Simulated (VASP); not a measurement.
# CoAuC4N4 (P-43m) in VASP: single point with PBE

Aim: the single point of CoAuC4N4 with PBE.

Everything below comes from runs of VASP 6.6.1. Logs are shortened: lines on timing, memory, paths and dates and some standing lists are left out, and cuts for length are marked.

### 1 The cell of the first run

It takes space group P-43m (No. 215, cubic). The conventional cell has a = 5.883 Å, b = 5.883 Å, c = 5.883 Å, α = 90.00°, β = 90.00°, γ = 90.00°. Within 2.5 Å of Co (site symmetry -43m) lie 4 C at 1.92 Å. C (site symmetry 3m) has 1 N at 1.17 Å within 1.6 Å. Within 2.7 Å of Au (site symmetry -43m) lie 4 N at 2.01 Å. N (site symmetry 3m) has 1 C at 1.17 Å within 1.6 Å.

### 2 Single point, PBE, collinear spin, ferromagnetic start

Contents of INCAR:

```
ALGO = Normal ; EDIFF = 1E-6
ENCUT = 700 ; GGA = PE
GGA_COMPAT = F ; ISIF = 2
ISMEAR = 0 ; ISPIN = 2
LASPH = T ; LCHARG = F
LMAXMIX = 4 ; LORBIT = 11
LREAL = F ; LWAVE = F
MAGMOM = 3 0 0 0 0 0 0 0 0 0 ; NBANDS = 51
NELM = 200 ; PREC = Accurate
SIGMA = 0.1
```

Contents of KPOINTS:

```
k-points
0
Gamma
  4 4 4
```

Contents of POSCAR:

```
CoAuC4N4
1.0
    5.8826218900      0.0000000000      0.0000000000
    0.0000000000      5.8826218900      0.0000000000
    0.0000000000      0.0000000000      5.8826218900
Co C Au N
1 4 1 4
Direct
    0.0000000000      0.0000000000      0.0000000000
    0.1881440800      0.1881440800      0.1881440800
    0.1881440800      0.8118559200      0.8118559200
    0.8118559200      0.1881440800      0.8118559200
    0.8118559200      0.8118559200      0.1881440800
    0.5000000000      0.5000000000      0.5000000000
    0.3029738000      0.3029738000      0.3029738000
    0.3029738000      0.6970262000      0.6970262000
    0.6970262000      0.3029738000      0.6970262000
    0.6970262000      0.6970262000      0.3029738000
```

Potentials or basis: VASP PAW PBE potentials, release 64 (Co_sv, C, Au_sv_GW, N).

Started as:

```console
$ cat potpaw_PBE.64/Co_sv/POTCAR potpaw_PBE.64/C/POTCAR potpaw_PBE.64/Au_sv_GW/POTCAR potpaw_PBE.64/N/POTCAR > POTCAR
$ mpirun -np 1 vasp_std > vasp.out
```

OUTCAR:

```text
EDIFF = 1E-6
   ENCUT = 700
   GGA = PE
   ISIF = 2
   ISMEAR = 0
   ISPIN = 2
   LASPH = T
   LORBIT = 11
   LREAL = F
   NELM = 200
   PREC = Accurate

 ion  position               nearest neighbor table
   1  0.000  0.000  0.000-   2 1.92   3 1.92   4 1.92   5 1.92
   2  0.188  0.188  0.188-   7 1.17   1 1.92
   3  0.188  0.812  0.812-   8 1.17   1 1.92
   4  0.812  0.188  0.812-   9 1.17   1 1.92
   5  0.812  0.812  0.188-  10 1.17   1 1.92
   6  0.500  0.500  0.500-   7 2.01   8 2.01   9 2.01  10 2.01
   7  0.303  0.303  0.303-   2 1.17   6 2.01
   8  0.303  0.697  0.697-   3 1.17   6 2.01
   9  0.697  0.303  0.697-   4 1.17   6 2.01
  10  0.697  0.697  0.303-   5 1.17   6 2.01

  LATTYP: Found a simple cubic cell.
 ALAT       =     5.8826218900

  Lattice vectors:

 A1 = (   5.8826218900,   0.0000000000,   0.0000000000)
 A2 = (   0.0000000000,   5.8826218900,   0.0000000000)
 A3 = (   0.0000000000,   0.0000000000,   5.8826218900)

Analysis of symmetry for initial positions (statically):
=====================================================================
 Subroutine PRICEL returns:
 Original cell was already a primitive cell.

 Routine SETGRP: Setting up the symmetry group for a
 simple cubic supercell.

 Subroutine GETGRP returns: Found 24 space group operations
 (whereof 24 operations were pure point group operations)
 out of a pool of 48 trial point group operations.

The static configuration has the point symmetry T_d .

Analysis of symmetry for dynamics (positions and initial velocities):
=====================================================================
 Subroutine PRICEL returns:
 Original cell was already a primitive cell.

 Routine SETGRP: Setting up the symmetry group for a
 simple cubic supercell.

 Subroutine GETGRP returns: Found 24 space group operations
 (whereof 24 operations were pure point group operations)
 out of a pool of 48 trial point group operations.

The dynamic configuration has the point symmetry T_d .

Analysis of structural, dynamic, and magnetic symmetry:
=====================================================================
 Subroutine PRICEL returns:
 Original cell was already a primitive cell.

 Routine SETGRP: Setting up the symmetry group for a
 simple cubic supercell.

 Subroutine GETGRP returns: Found 24 space group operations
 (whereof 24 operations were pure point group operations)
 out of a pool of 48 trial point group operations.

The overall configuration has the point symmetry T_d .

 Subroutine INISYM returns: Found 24 space group operations
 (whereof 24 operations are pure point group operations),
 and found     1 'primitive' translations

----------------------------------------------------------------------------------------

                                     Primitive cell

  volume of cell :     203.5695

  direct lattice vectors                    reciprocal lattice vectors
     5.882621890  0.000000000  0.000000000     0.169992228  0.000000000  0.000000000
     0.000000000  5.882621890  0.000000000     0.000000000  0.169992228  0.000000000
     0.000000000  0.000000000  5.882621890     0.000000000  0.000000000  0.169992228

  length of vectors
     5.882621890  5.882621890  5.882621890     0.169992228  0.169992228  0.169992228

  position of ions in fractional coordinates (direct lattice)
     0.000000000  0.000000000  0.000000000
     0.188144080  0.188144080  0.188144080
     0.188144080  0.811855920  0.811855920
     0.811855920  0.188144080  0.811855920
     0.811855920  0.811855920  0.188144080
     0.500000000  0.500000000  0.500000000
     0.302973800  0.302973800  0.302973800
     0.302973800  0.697026200  0.697026200
     0.697026200  0.302973800  0.697026200
     0.697026200  0.697026200  0.302973800

  ion indices of the primitive-cell ions
   primitive index   ion index
                 1           1
                 2           2
                 3           3
                 4           4
                 5           5
                 6           6
                 7           7
                 8           8
                 9           9
                10          10

----------------------------------------------------------------------------------------

 KPOINTS: k-points

Automatic generation of k-mesh.
 Grid dimensions read from file:
 generate k-points for:    4    4    4

 Generating k-lattice:

  Cartesian coordinates                     Fractional coordinates (reciprocal lattice)
     0.042498057  0.000000000  0.000000000     0.250000000  0.000000000  0.000000000
     0.000000000  0.042498057  0.000000000     0.000000000  0.250000000  0.000000000
     0.000000000  0.000000000  0.042498057     0.000000000  0.000000000  0.250000000

  Length of vectors
     0.042498057  0.042498057  0.042498057

  Shift w.r.t. Gamma in fractional coordinates (k-lattice)
     0.000000000  0.000000000  0.000000000

 Subroutine IBZKPT returns following result:
 ===========================================

 Found     10 irreducible k-points:

 Following reciprocal coordinates:
            Coordinates               Weight
  0.000000  0.000000  0.000000      1.000000
  0.250000  0.000000  0.000000      6.000000
  0.500000  0.000000  0.000000      3.000000
  0.250000  0.250000  0.000000     12.000000
  0.500000  0.250000  0.000000     12.000000
  0.500000  0.500000  0.000000      3.000000
  0.250000  0.250000  0.250000      8.000000
  0.500000  0.250000  0.250000     12.000000
  0.500000  0.500000  0.250000      6.000000
  0.500000  0.500000  0.500000      1.000000
   k-points           NKPTS =     10   k-points in BZ     NKDIM =     10   number of bands    NBANDS=     51
   number of dos      NEDOS =    301   number of ions     NIONS =     10
   total plane-waves  NPLWV = 157464
   dimension x,y,z NGX =    54 NGY =   54 NGZ =   54
   dimension x,y,z NGXF=   108 NGYF=  108 NGZF=  108
   ions per type =               1   4   1   4
   NGX,Y,Z   is equivalent  to a cutoff of  15.26, 15.26, 15.26 a.u.
   NGXF,Y,Z  is equivalent  to a cutoff of  30.52, 30.52, 30.52 a.u.
 SYSTEM =  unknown system
   PREC   = accura    normal or accurate (medium, high low for compatibility)
   ISTART =      0    job   : 0-new  1-cont  2-samecut
   ICHARG =      2    charge: 1-file 2-atom 10-const
   ISPIN  =      2    spin polarized calculation?
   LNONCOLLINEAR =      F non collinear calculations
   LSORBIT =      F    spin-orbit coupling
   LASPH  =      T    aspherical Exc in radial PAW
   ENCUT  =  700.0 eV  51.45 Ry    7.17 a.u.  12.69 12.69 12.69*2*pi/ulx,y,z
   NELM   =    200;   NELMIN=  2; NELMDL= -5     # of ELM steps
   EDIFF  = 0.1E-05   stopping-criterion for ELM
   LREAL  =      F    real-space projection
   EDIFFG = 0.1E-04   stopping-criterion for IOM
   NSW    =      0    number of steps for IOM
   IBRION =     -1    ionic relax: 0-MD 1-quasi-New 2-CG
   NFREE  =      0    steps in history (QN), initial steepest desc. (CG)
   ISIF   =      2    stress and relaxation
   ISYM   =      2    0-nonsym 1-usesym 2-fastsym
   POTIM  = 0.5000    time-step for ionic-motion
   TEBEG  =    0.0;   TEEND  =   0.0 temperature during run
   PSTRESS=    0.0 pullay stress
   NELECT =      72.0000    total number of electrons
   NUPDOWN=      -1.0000    fix difference up-down
   EMIN   =  10.00;   EMAX   =-10.00  energy-range for DOS
   EFERMI =   0.00;   METHOD = LEGACY
   ISMEAR =     0;   SIGMA  =   0.10  broadening in eV -4-tet -1-fermi 0-gaus
   EFERMI_NEDOS =   21; number of points for ismear=-14 and -15
   IALGO  =     38    algorithm
   IMIX   =      4    mixing-type and parameters
     AMIX     =   0.40;   BMIX     =  1.00
     AMIX_MAG =   1.60;   BMIX_MAG =  1.00
  volume/ion in A,a.u.               =      20.36       137.38
  Fermi-wavevector in a.u.,A,eV,Ry     =   1.157750  2.187830 18.237041  1.340385
  Thomas-Fermi vector in A             =   2.294358
   LORBIT       =     11    0 simple, 1 ext, 2 COOP (PROOUT), +10 PAW based schemes
   GGA     = PE    functional components
   LHFCALC =     F    Hartree Fock is set to
   AEXX    =    0.0000 exact exchange contribution
   IVDW    =     0    specifies the selected vdW correction
   LEPSILON=     F    determine dielectric tensor
   LRPA    =     F    only Hartree local field effects (RPA)
 spin polarized calculation
 Gauss-broadening in eV      SIGMA  =   0.10
  energy-cutoff  :      700.00
  volume of cell :      203.57
 maximum number of plane-waves:      8601
 NGX is ok and might be reduce to    54
   NGX = 25   NGY = 25   NGZ = 25

 number of electron      71.9999974 magnetization       2.0011192

 Free energy of the ion-electron system (eV)
  ---------------------------------------------------
  ext. energy  EPLUGINS =         0.00000000
  ---------------------------------------------------
  free energy    TOTEN  =       -72.01009486 eV

  energy without entropy =      -71.99758223  energy(sigma->0) =      -72.00383855

 E-fermi :  -1.1132     XC(G=0):  -7.4083

 val. band max:       -1.2459669344   @ k =   0.5000   0.5000   0.2500
 cond. band min:      -1.0482250474   @ k =   0.2500   0.2500   0.2500
 fundamental gap:      0.1977418870
 Fermi energy:        -1.1131640108

 spin component 1

 k-point     1 :       0.0000    0.0000    0.0000
  band No.  band energies     occupation
      1    -106.2057      1.00000
      2     -97.3908      1.00000
      3     -60.6229      1.00000
      4     -60.6229      1.00000
      5     -60.6228      1.00000
      6     -57.5206      1.00000
[... 40 lines left out ...]
     47       4.7944      0.00000
     48       6.7111      0.00000
[... 457 lines left out ...]
     47       5.5970      0.00000
     48       6.9689      0.00000
 Fermi energy:        -1.1131640108

 spin component 2

 k-point     1 :       0.0000    0.0000    0.0000
  band No.  band energies     occupation
      1    -106.3279      1.00000
      2     -95.2166      1.00000
      3     -58.5007      1.00000
      4     -58.5006      1.00000
      5     -58.5005      1.00000
      6     -57.6674      1.00000
[... 40 lines left out ...]
     47       4.8632      0.00000
     48       6.6571      0.00000
[... 457 lines left out ...]
     47       5.5384      0.00000
     48       7.0087      0.00000
 [bands above 48 left out]

------------------------ aborting loop because EDIFF is reached ----------------------------------------

  FORCE on cell =-STRESS in cart. coord.  units (eV):
  Direction    XX          YY          ZZ          XY          YZ          ZX
  --------------------------------------------------------------------------------------
  -------------------------------------------------------------------------------------
  Total        4.5710294      4.5710294      4.5710294      0.0000000     -0.0000000      0.0000000
  in kB       35.9759100     35.9759100     35.9759100      0.0000000     -0.0000000      0.0000000
  external PRESSURE =      35.9759100 kB  Pullay stress =       0.0000000 kB

 VOLUME and BASIS-vectors are now :
 -----------------------------------------------------------------------------
  energy-cutoff  :      700.00
  volume of cell :      203.57
      direct lattice vectors                 reciprocal lattice vectors
     5.882621890  0.000000000  0.000000000     0.169992228  0.000000000  0.000000000
     0.000000000  5.882621890  0.000000000     0.000000000  0.169992228  0.000000000
     0.000000000  0.000000000  5.882621890     0.000000000  0.000000000  0.169992228

 POSITION                                       TOTAL-FORCE (eV/Angst)
 -----------------------------------------------------------------------------------
      0.00000      0.00000      0.00000        -0.000000      0.000000     -0.000000
      1.10678      1.10678      1.10678        -0.625649     -0.625649     -0.625649
      1.10678      4.77584      4.77584        -0.625649      0.625649      0.625649
      4.77584      1.10678      4.77584         0.625649     -0.625649      0.625649
      4.77584      4.77584      1.10678         0.625649      0.625649     -0.625649
      2.94131      2.94131      2.94131         0.000000     -0.000000     -0.000000
      1.78228      1.78228      1.78228        -0.514279     -0.514279     -0.514279
      1.78228      4.10034      4.10034        -0.514279      0.514279      0.514279
      4.10034      1.78228      4.10034         0.514279     -0.514279      0.514279
      4.10034      4.10034      1.78228         0.514279      0.514279     -0.514279
 -----------------------------------------------------------------------------------
    total drift:                               -0.000000     -0.000000      0.000000

  FREE ENERGIE OF THE ION-ELECTRON SYSTEM (eV)
  ---------------------------------------------------
  free  energy   TOTEN  =       -72.0100948617 eV

  energy  without entropy=      -71.9975822305  energy(sigma->0) =      -72.00383855

 total charge

# of ion       s       p       d       f       tot
--------------------------------------------------
    1        2.243   6.160   6.575   0.000  14.979
    2        0.959   1.627   0.000   0.000   2.586
    3        0.959   1.627   0.000   0.000   2.586
    4        0.959   1.627   0.000   0.000   2.586
    5        0.959   1.627   0.000   0.000   2.586
    6        2.257   6.592   8.336   0.033  17.219
    7        1.297   2.562   0.000   0.000   3.859
    8        1.297   2.562   0.000   0.000   3.859
    9        1.297   2.562   0.000   0.000   3.859
   10        1.297   2.562   0.000   0.000   3.859
--------------------------------------------------
tot         13.526  29.508  14.911   0.033  57.979

 magnetization (x)

# of ion       s       p       d       f       tot
--------------------------------------------------
    1        0.008   0.046   1.708   0.000   1.761
    2        0.012  -0.007   0.000   0.000   0.005
    3        0.012  -0.007   0.000   0.000   0.005
    4        0.012  -0.007   0.000   0.000   0.005
    5        0.012  -0.007   0.000   0.000   0.005
    6        0.001  -0.019  -0.205  -0.000  -0.224
    7        0.000   0.019   0.000   0.000   0.019
    8        0.000   0.019   0.000   0.000   0.019
    9        0.000   0.019   0.000   0.000   0.019
   10        0.000   0.019   0.000   0.000   0.019
--------------------------------------------------
tot          0.059   0.073   1.502  -0.000   1.634
```

Run time: 19 min. Hardware: 1 thread of Intel Xeon Platinum 8488C (Sapphire Rapids), shared host; peak memory 0.66 GiB.

Results:

```
Free energy                                           : -72.0101 eV
Pressure                                              : 3.6 GPa
Largest force                                         : 1.084 eV/Å
Band gap on the k mesh                                : zero (filled and empty bands overlap)
Net moment                                            : 2.00 μB per cell
Site moments                                          : Co +1.76; C +0.01; Au -0.22; N +0.02 μB
Valence electrons inside the program's atomic spheres : Co 14.98; C 2.59; Au 17.22; N 3.86
```

Forces on the atoms (eV/Å):
```
Co   0.000  0.000  0.000
C   -0.626 -0.626 -0.626
C   -0.626  0.626  0.626
C    0.626 -0.626  0.626
C    0.626  0.626 -0.626
Au   0.000  0.000  0.000
N   -0.514 -0.514 -0.514
N   -0.514  0.514  0.514
N    0.514 -0.514  0.514
N    0.514  0.514 -0.514
```

Caveat: the cell stands under pressure; spin-orbit coupling is left out, which moves the levels of the heavy elements; a cell with one magnetic atom can't hold antiferromagnetic order, which such compounds often take; forces of over 1 eV/Å act on the atoms, so gaps and moduli don't describe the material at rest.

The gap in the log of VASP goes by the Fermi energy; the results here count the filled bands.